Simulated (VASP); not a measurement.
# C (R-3m) in VASP: notebook

Runs on C. Level: r2SCAN. Tasks: single point.

Program: VASP 6.6.1. These are calculated values, not measurements. Logs are shortened: lines on timing, memory, paths and dates and some standing lists are left out, and cuts for length are marked.

## Step 1: The cell of the first run

It takes space group R-3m (No. 166, trigonal). Conventional cell: a = 2.593 Å, b = 2.593 Å, c = 9.010 Å, α = 90.00°, β = 90.00°, γ = 120.00°. Within 2.0 Å of C (site symmetry 3m) lie 3 C at 1.50 Å.

## Step 2: Single point, r2SCAN

File POSCAR:

```
C
1.0
    1.2963871249      0.7484694555      3.0033301042
   -1.2963871249      0.7484694555      3.0033301042
    0.0000000000     -1.4969389110      3.0033301042
C
2
Direct
    0.1640000000      0.1640000000      0.1640000000
    0.8360000000      0.8360000000      0.8360000000
```

File INCAR.step1:

```
SYSTEM = C
  PREC = Accurate
  ENCUT = 520
  ISMEAR = 0
  SIGMA = 0.05
  LREAL = .FALSE.
  LASPH = .TRUE.
  NELM = 60
  NBANDS = 11
  GGA = PE
  ALGO = Normal
  EDIFF = 1E-4
  LWAVE = .TRUE.
  LCHARG = .FALSE.
```

File INCAR.step2:

```
SYSTEM = C
  PREC = Accurate
  ENCUT = 520
  EDIFF = 1E-7
  ISMEAR = 0
  SIGMA = 0.05
  LREAL = .FALSE.
  LASPH = .TRUE.
  NELM = 60
  ALGO = Normal
  ISIF = 2
  LWAVE = .FALSE.
  LCHARG = .FALSE.
  METAGGA = R2SCAN
  LMIXTAU = .TRUE.
  NBANDS = 11
  ISTART = 1
```

File KPOINTS:

```
regular mesh
0
G
  12 12 12
  0 0 0
```

Potentials or basis: VASP PAW PBE potentials, release 64 (C).

Launch:

```console
> cat potpaw_PBE.64/C/POTCAR > POTCAR
> cp INCAR.step1 INCAR
> mpirun -np 1 vasp_std > vasp.out
> cp INCAR.step2 INCAR
> mpirun -np 1 vasp_std > vasp.out
```

OUTCAR:

```text
SYSTEM = C
   PREC = Accurate
   ENCUT = 520
   EDIFF = 1E-7
   ISMEAR = 0
   LREAL = .FALSE.
   LASPH = .TRUE.
   NELM = 60
   ISIF = 2
   METAGGA = R2SCAN
   ISTART = 1

 ion  position               nearest neighbor table
   1  0.164  0.164  0.164-   2 1.50   2 1.50   2 1.50
   2  0.836  0.836  0.836-   1 1.50   1 1.50   1 1.50

  LATTYP: Found a trigonal (rhomboedric) cell.
 ALAT       =     3.3557142039
 COS(alpha) =     0.7015102092

  Lattice vectors:

 A1 = (   1.2963871249,   0.7484694555,   3.0033301042)
 A2 = (  -1.2963871249,   0.7484694555,   3.0033301042)
 A3 = (   0.0000000000,  -1.4969389110,   3.0033301042)

Analysis of symmetry for initial positions (statically):
=====================================================================
 Subroutine PRICEL returns:
 Original cell was already a primitive cell.

 Routine SETGRP: Setting up the symmetry group for a
 trigonal (rhombohedral) supercell.

 Subroutine GETGRP returns: Found 12 space group operations
 (whereof 12 operations were pure point group operations)
 out of a pool of 12 trial point group operations.

The static configuration has the point symmetry D_3d.

Analysis of symmetry for dynamics (positions and initial velocities):
=====================================================================
 Subroutine PRICEL returns:
 Original cell was already a primitive cell.

 Routine SETGRP: Setting up the symmetry group for a
 trigonal (rhombohedral) supercell.

 Subroutine GETGRP returns: Found 12 space group operations
 (whereof 12 operations were pure point group operations)
 out of a pool of 12 trial point group operations.

The dynamic configuration has the point symmetry D_3d.

 Subroutine INISYM returns: Found 12 space group operations
 (whereof 12 operations are pure point group operations),
 and found     1 'primitive' translations

----------------------------------------------------------------------------------------

                                     Primitive cell

  volume of cell :      17.4849

  direct lattice vectors                    reciprocal lattice vectors
     1.296387125  0.748469455  3.003330104     0.385687261  0.222676644  0.110987911
    -1.296387125  0.748469455  3.003330104    -0.385687261  0.222676644  0.110987911
     0.000000000 -1.496938911  3.003330104     0.000000000 -0.445353288  0.110987911

  length of vectors
     3.355714204  3.355714204  3.355714204     0.458974801  0.458974801  0.458974801

  position of ions in fractional coordinates (direct lattice)
     0.164000000  0.164000000  0.164000000
     0.836000000  0.836000000  0.836000000

  ion indices of the primitive-cell ions
   primitive index   ion index
                 1           1
                 2           2

----------------------------------------------------------------------------------------

 KPOINTS: regular mesh

Automatic generation of k-mesh.
 Grid dimensions read from file:
 generate k-points for:   12   12   12

 Generating k-lattice:

  Cartesian coordinates                     Fractional coordinates (reciprocal lattice)
     0.032140605  0.018556387  0.009248993     0.083333333  0.000000000  0.000000000
    -0.032140605  0.018556387  0.009248993     0.000000000  0.083333333  0.000000000
     0.000000000 -0.037112774  0.009248993     0.000000000  0.000000000  0.083333333

  Length of vectors
     0.038247900  0.038247900  0.038247900

  Shift w.r.t. Gamma in fractional coordinates (k-lattice)
     0.000000000  0.000000000  0.000000000

 Subroutine IBZKPT returns following result:
 ===========================================

 Found    189 irreducible k-points:

 Following reciprocal coordinates:
            Coordinates               Weight
  0.000000  0.000000  0.000000      1.000000
  0.083333  0.000000  0.000000      6.000000
  0.166667 -0.000000 -0.000000      6.000000
  0.250000 -0.000000 -0.000000      6.000000
  0.333333 -0.000000  0.000000      6.000000
  0.416667 -0.000000  0.000000      6.000000
[... 16 lines left out ...]
  0.500000  0.166667 -0.000000     12.000000
 -0.416667  0.166667  0.000000     12.000000
 [... further k-points ...]
   k-points           NKPTS =    189   k-points in BZ     NKDIM =    189   number of bands    NBANDS=     11
   number of dos      NEDOS =    301   number of ions     NIONS =      2
   total plane-waves  NPLWV =  21952
   dimension x,y,z NGX =    28 NGY =   28 NGZ =   28
   dimension x,y,z NGXF=    56 NGYF=   56 NGZF=   56
   ions per type =               2
   NGX,Y,Z   is equivalent  to a cutoff of  13.87, 13.87, 13.87 a.u.
   NGXF,Y,Z  is equivalent  to a cutoff of  27.74, 27.74, 27.74 a.u.
 SYSTEM =  C
   PREC   = accura    normal or accurate (medium, high low for compatibility)
   ISTART =      1    job   : 0-new  1-cont  2-samecut
   ICHARG =      0    charge: 1-file 2-atom 10-const
   ISPIN  =      1    spin polarized calculation?
   LNONCOLLINEAR =      F non collinear calculations
[... 33 lines left out ...]
   LEPSILON=     F    determine dielectric tensor
   LRPA    =     F    only Hartree local field effects (RPA)
 non-spin polarized calculation
 Gauss-broadening in eV      SIGMA  =   0.05
  energy-cutoff  :      520.00
  volume of cell :       17.48
 maximum number of plane-waves:       485
 NGX is ok and might be reduce to    28

 number of electron       8.0000000 magnetization

 Free energy of the ion-electron system (eV)
  ---------------------------------------------------
  ext. energy  EPLUGINS =         0.00000000
  ---------------------------------------------------
  free energy    TOTEN  =       -19.42520370 eV

  energy without entropy =      -19.42520370  energy(sigma->0) =      -19.42520370

 E-fermi :   4.6787     XC(G=0): -11.5276

 val. band max:        4.4172206205   @ k =  -0.1667   0.4167   0.0833
 cond. band min:       5.4293681690   @ k =  -0.3333   0.3333   0.0000
 fundamental gap:      1.0121475485
 Fermi energy:         4.6786562300

 k-point     1 :       0.0000    0.0000    0.0000
  band No.  band energies     occupation
      1     -15.0997      2.00000
      2      -0.2807      2.00000
      3       1.6022      2.00000
      4       1.6022      2.00000
      5      11.1184      0.00000
      6      12.5344      0.00000
      7      12.5344      0.00000
      8      14.5705      0.00000
      9      15.0394      0.00000
     10      26.9790      0.00000
     11      30.7438      0.00000

 k-point     2 :       0.0833    0.0000    0.0000
  band No.  band energies     occupation
      1     -14.9341      2.00000
      2      -0.1506      2.00000
      3       0.9289      2.00000
      4       1.3018      2.00000
      5      11.3204      0.00000
      6      12.5753      0.00000
      7      13.1609      0.00000
      8      14.5466      0.00000
      9      14.9965      0.00000
     10      27.4566      0.00000
     11      29.2213      0.00000

 k-point     3 :       0.1667   -0.0000   -0.0000
  band No.  band energies     occupation
      1     -14.4399      2.00000
      2      -0.7500      2.00000
      3       0.2523      2.00000
      4       0.5923      2.00000
      5      11.7102      0.00000
      6      12.4683      0.00000
      7      13.4346      0.00000
      8      14.8264      0.00000
      9      16.2857      0.00000
     10      26.4801      0.00000
     11      27.3169      0.00000

 k-point     4 :       0.2500   -0.0000   -0.0000
  band No.  band energies     occupation
      1     -13.6256      2.00000
      2      -2.8560      2.00000
      3      -0.2026      2.00000
      4       0.9018      2.00000
      5      10.8724      0.00000
      6      12.1660      0.00000
      7      13.5365      0.00000
      8      17.1258      0.00000
      9      17.9998      0.00000
     10      24.4205      0.00000
     11      25.7187      0.00000
[... 239 lines left out ...]
 k-point    22 :       0.4167    0.1667   -0.0000
  band No.  band energies     occupation
      1     -11.9322      2.00000
      2      -5.0507      2.00000
      3      -2.4410      2.00000
      4       1.5214      2.00000
      5       8.7843      0.00000
      6      14.2453      0.00000
      7      15.8446      0.00000
      8      16.4844      0.00000
      9      20.4839      0.00000
     10      23.1448      0.00000
     11      26.6836      0.00000

 k-point    23 :       0.5000    0.1667   -0.0000
  band No.  band energies     occupation
      1     -10.5931      2.00000
      2      -6.9202      2.00000
      3      -2.9927      2.00000
      4       2.6138      2.00000
      5       7.3513      0.00000
      6      13.9732      0.00000
      7      16.5262      0.00000
      8      18.0657      0.00000
      9      20.5525      0.00000
     10      23.7251      0.00000
     11      26.0658      0.00000

 k-point    24 :      -0.4167    0.1667    0.0000
  band No.  band energies     occupation
      1      -9.6427      2.00000
      2      -8.0679      2.00000
      3      -3.1796      2.00000
      4       3.6685      2.00000
      5       6.2803      0.00000
      6      13.8536      0.00000
      7      16.6358      0.00000
      8      18.1630      0.00000
      9      20.5325      0.00000
     10      24.1816      0.00000
     11      26.4362      0.00000

 [... further k-points ...]
[... 5 lines left out ...]
  --------------------------------------------------------------------------------------
  -------------------------------------------------------------------------------------
  Total       -6.6483640     -6.6483640      0.9856531      0.0000000     -0.0000000     -0.0000000
  in kB     -609.2033226   -609.2033225     90.3174316      0.0000000     -0.0000000     -0.0000000
  external PRESSURE =    -376.0297378 kB  Pullay stress =       0.0000000 kB

 VOLUME and BASIS-vectors are now :
 -----------------------------------------------------------------------------
  energy-cutoff  :      520.00
  volume of cell :       17.48
      direct lattice vectors                 reciprocal lattice vectors
     1.296387125  0.748469455  3.003330104     0.385687261  0.222676644  0.110987911
    -1.296387125  0.748469455  3.003330104    -0.385687261  0.222676644  0.110987911
     0.000000000 -1.496938911  3.003330104     0.000000000 -0.445353288  0.110987911

 POSITION                                       TOTAL-FORCE (eV/Angst)
 -----------------------------------------------------------------------------------
      0.00000      0.00000      1.47764         0.000000      0.000000      0.691866
      0.00000      0.00000      7.53235         0.000000     -0.000000     -0.691866
 -----------------------------------------------------------------------------------
    total drift:                                0.000000     -0.000000      0.000000

  FREE ENERGIE OF THE ION-ELECTRON SYSTEM (eV)
  ---------------------------------------------------
  free  energy   TOTEN  =       -19.4252036971 eV

  energy  without entropy=      -19.4252036971  energy(sigma->0) =      -19.42520370
```

It took 5.5 min on 1 thread of Intel Xeon Platinum 8175M at 2.50GHz (Skylake/Cascade Lake), shared host; peak memory 0.17 GiB.

What came out:

* Free energy: -19.4252 eV
* Pressure: -37.6 GPa
* Largest force: 0.692 eV/Å
* Band gap on the k mesh: 1.01 eV, indirect (least direct gap 1.05 eV)

Forces in eV/Å, atoms in the order of the input:
```
C    0.000  0.000  0.692
C    0.000  0.000 -0.692
```

Caveat: the PAW data sets were made with another functional, which shifts forces and pressure a little. A k mesh can miss the band edges.

## Step 3: Single point, r2SCAN

This run uses another cell than the first one, of the same volume but with other edges.

File POSCAR:

```
C
1.0
    1.1556170365      0.6671958071      3.7795893467
   -1.1556170365      0.6671958071      3.7795893467
    0.0000000000     -1.3343916142      3.7795893467
C
2
Direct
    0.1640000000      0.1640000000      0.1640000000
    0.8360000000      0.8360000000      0.8360000000
```

File INCAR.step1:

```
SYSTEM = C
ALGO     = Normal         ! electronic algorithm
EDIFF    = 1E-4           ! SCF threshold, eV
ENCUT    = 520            ! plane-wave cutoff, eV
GGA      = PE             ! functional
ISMEAR   = 0              ! smearing method
LASPH    = .True.         ! aspherical terms in the spheres
LCHARG   = .False.        ! write CHGCAR
LREAL    = .False.        ! projectors in reciprocal space
LWAVE    = .True.         ! write WAVECAR
NBANDS   = 11             ! bands
NELM     = 80             ! most SCF steps
PREC     = Accurate       ! precision mode
SIGMA    = 0.05           ! smearing width, eV
```

File INCAR.step2:

```
SYSTEM = C
ALGO     = Normal         ! electronic algorithm
EDIFF    = 1E-6           ! SCF threshold, eV
ENCUT    = 520            ! plane-wave cutoff, eV
ISIF     = 2              ! what is computed and relaxed
ISMEAR   = 0              ! smearing method
ISTART   = 1            
LASPH    = .True.         ! aspherical terms in the spheres
LCHARG   = .False.        ! write CHGCAR
LMIXTAU  = .True.       
LREAL    = .False.        ! projectors in reciprocal space
LWAVE    = .False.        ! write WAVECAR
METAGGA  = R2SCAN         ! meta-GGA
NBANDS   = 11             ! bands
NELM     = 80             ! most SCF steps
PREC     = Accurate       ! precision mode
SIGMA    = 0.05           ! smearing width, eV
```

File KPOINTS:

```
k-points
0
Gamma
  12 12 12
  0 0 0
```

Potentials or basis: VASP PAW PBE potentials, release 64 (C).

Launch:

```console
> cat potpaw_PBE.64/C/POTCAR > POTCAR
> cp INCAR.step1 INCAR
> mpirun -np 1 vasp_std > vasp.out
> cp INCAR.step2 INCAR
> mpirun -np 1 vasp_std > vasp.out
```

Wall time 6.9 min (1 thread of Intel Xeon Platinum 8175M at 2.50GHz (Skylake/Cascade Lake), shared host); peak memory 0.17 GiB.

Results (log left out):

```
Free energy            : -19.2519 eV
Pressure               : 59.7 GPa
Largest force          : 0.952 eV/Å
Band gap on the k mesh : 0.35 eV, direct
```

Forces in eV/Å, atoms in the order of the input:
```
C    0.000  0.000  0.952
C    0.000  0.000 -0.952
```

Stress tensor (GPa, compression positive):
```
90.61  0.00  0.00
 0.00 90.61  0.00
 0.00  0.00 -1.99
```

Levels at points of the mesh, in eV from the valence-band top:
```
           k point  band 1  band 2  band 3  band 4  band 5  band 6  band 7  band 8  band 9
(0.00, 0.00, 0.00)  -22.30   -8.82   -2.90   -2.90    2.92   10.18   10.18   15.18   18.08
(0.50, 0.00, 0.00)  -15.81  -15.20   -7.16   -2.56    2.14   10.00   12.47   12.73   19.46
(0.50, 0.50, 0.00)  -15.78  -15.18   -7.17   -2.93    1.84    9.84   13.43   14.83   20.63
(0.50, 0.50, 0.50)  -22.20   -9.78   -2.90   -2.90    7.82   10.17   10.17   12.81   15.91
```

Caveat: the PAW data sets were made with another functional, which shifts forces and pressure a little.

## Step 4: Single point, r2SCAN

This run uses another cell than the first one, of the same volume but with other edges.

File POSCAR:

```
C
1.0
    1.2626367005      0.7289836389      3.1660346996
   -1.2626367005      0.7289836389      3.1660346996
    0.0000000000     -1.4579672778      3.1660346996
C
2
Direct
    0.1640000000      0.1640000000      0.1640000000
    0.8360000000      0.8360000000      0.8360000000
```

File INCAR.step1:

```
SYSTEM = C
PREC = Accurate
ENCUT = 520
ISMEAR = 0
SIGMA = 0.05
LREAL = .False.
LASPH = .True.
NELM = 60
NBANDS = 11
GGA = PE
ALGO = Normal
EDIFF = 1E-4
LWAVE = .True.
LCHARG = .False.
```

File INCAR.step2:

```
SYSTEM = C
PREC = Accurate
ENCUT = 520
EDIFF = 1E-6
ISMEAR = 0
SIGMA = 0.05
LREAL = .False.
LASPH = .True.
NELM = 60
ALGO = Normal
ISIF = 2
LWAVE = .False.
LCHARG = .True.
METAGGA = R2SCAN
LMIXTAU = .True.
LELF = .True.
LVHAR = .True.
NBANDS = 11
ISTART = 1
```

File KPOINTS:

```
regular mesh
0
Gamma
  12 12 12
  0 0 0
```

Launch:

```console
> cat potpaw_PBE.64/C/POTCAR > POTCAR
> cp INCAR.step1 INCAR
> mpirun -np 1 vasp_std > vasp.out
> cp INCAR.step2 INCAR
> mpirun -np 1 vasp_std > vasp.out
```

Run time: 4.9 min. Hardware: 1 thread of Intel Xeon Platinum 8175M at 2.50GHz (Skylake/Cascade Lake), shared host; peak memory 0.17 GiB.

Results (log left out):

```
Free energy            : -19.7342 eV
Pressure               : -20.5 GPa
Largest force          : 0.814 eV/Å
Band gap on the k mesh : 1.09 eV, direct
```

Forces in eV/Å, atoms in the order of the input:
```
C    0.000  0.000  0.814
C    0.000  0.000 -0.814
```

Stress tensor (GPa, compression positive):
```
-32.91   0.00   0.00
  0.00 -32.91   0.00
  0.00   0.00   4.21
```

Levels at points of the mesh, in eV from the valence-band top:
| k point | band 1 | band 2 | band 3 | band 4 | band 5 | band 6 | band 7 | band 8 | band 9 |
| --- | --- | --- | --- | --- | --- | --- | --- | --- | --- |
| (0.00, 0.00, 0.00) | -19.81 | -5.46 | -2.61 | -2.61 | 5.90 | 8.80 | 8.80 | 11.87 | 12.04 |
| (0.50, 0.00, 0.00) | -14.52 | -13.03 | -5.92 | -1.19 | 2.55 | 7.81 | 13.54 | 13.96 | 19.56 |
| (0.50, 0.50, 0.00) | -14.33 | -12.89 | -6.03 | -2.38 | 1.94 | 7.20 | 14.38 | 17.67 | 20.10 |
| (0.50, 0.50, 0.50) | -19.33 | -8.22 | -2.65 | -2.65 | 8.73 | 8.73 | 11.70 | 12.15 | 13.67 |

Caveat: the PAW data sets were made with another functional, which shifts forces and pressure a little.

## Step 5: Single point, r2SCAN

This run uses another cell than the first one, of the same volume but with other edges.

File POSCAR:

```
C
1.0
    1.1896251106      0.6868303778      3.5665822369
   -1.1896251106      0.6868303778      3.5665822369
    0.0000000000     -1.3736607556      3.5665822369
C
2
Direct
    0.1640000000      0.1640000000      0.1640000000
    0.8360000000      0.8360000000      0.8360000000
```

INCAR.step1, as its differences from that of step 4:

```diff
@@ -7,3 +7,3 @@
 LASPH = .True.
-NELM = 60
+NELM = 100
 NBANDS = 11
```

File INCAR.step2:

```
SYSTEM = C
PREC = Accurate
ENCUT = 520
EDIFF = 1E-6
ISMEAR = 0
SIGMA = 0.05
LREAL = .False.
LASPH = .True.
NELM = 100
ALGO = Normal
ISIF = 2
LWAVE = .False.
LCHARG = .False.
METAGGA = R2SCAN
LMIXTAU = .True.
NBANDS = 11
ISTART = 1
```

File KPOINTS:

```
Automatic mesh
0
Gamma
  12 12 12
  0 0 0
```

Launch:

```console
> cat potpaw_PBE.64/C/POTCAR > POTCAR
> cp INCAR.step1 INCAR
> mpirun -np 1 vasp_std > vasp.out
> cp INCAR.step2 INCAR
> mpirun -np 1 vasp_std > vasp.out
```

It took 4.8 min on 1 thread of Intel Xeon Platinum 8175M at 2.50GHz (Skylake/Cascade Lake), shared host; peak memory 0.17 GiB.

The run converged. Its results:

```
Free energy            : -19.6892 eV
Pressure               : 29.6 GPa
Largest force          : 0.949 eV/Å
Band gap on the k mesh : 0.53 eV, direct
```

Forces in eV/Å, atoms in the order of the input:
```
C    0.000  0.000  0.949
C    0.000  0.000 -0.949
```

Stress tensor (GPa, compression positive):
```
45.00  0.00  0.00
 0.00 45.00  0.00
 0.00  0.00 -1.26
```

Levels at points of the mesh, in eV from the valence-band top:
```
           k point  band 2  band 3  band 4  band 5  band 6  band 7
(0.00, 0.00, 0.00)   -7.80   -2.87   -2.87    3.73    9.65    9.65
(0.50, 0.00, 0.00)  -14.48   -6.80   -2.17    2.26    9.18   12.77
(0.50, 0.50, 0.00)  -14.44   -6.83   -2.74    1.85    8.92   13.67
(0.50, 0.50, 0.50)   -9.21   -2.88   -2.88    9.51    9.63    9.63
```

Caveat: the PAW data sets were made with another functional, which shifts forces and pressure a little. A k mesh can miss the band edges.

## Step 6: The runs side by side

```csv
cell,gap on the mesh (eV),pressure (GPa),largest force (eV/Å)
"a = 3.356 Å, angles 45.5°, 2 atoms",1.01,-37.6,0.69
"a = 4.008 Å, angles 33.5°, 2 atoms",0.35,59.7,0.95
"a = 3.486 Å, angles 42.5°, 2 atoms",1.09,-20.5,0.81
"a = 3.822 Å, angles 36.3°, 2 atoms",0.53,29.6,0.95
```

Alike in all rows: task single point; level r2SCAN; potentials or basis VASP PAW PBE potentials, release 64 (C); no spin polarisation; k mesh 12 × 12 × 12; cutoff (eV) 520; smearing gaussian 0.05 eV.

Caveats: the PAW data sets were made with another functional, which shifts forces and pressure a little.

Absolute energies hang on the potentials; compare differences alone.
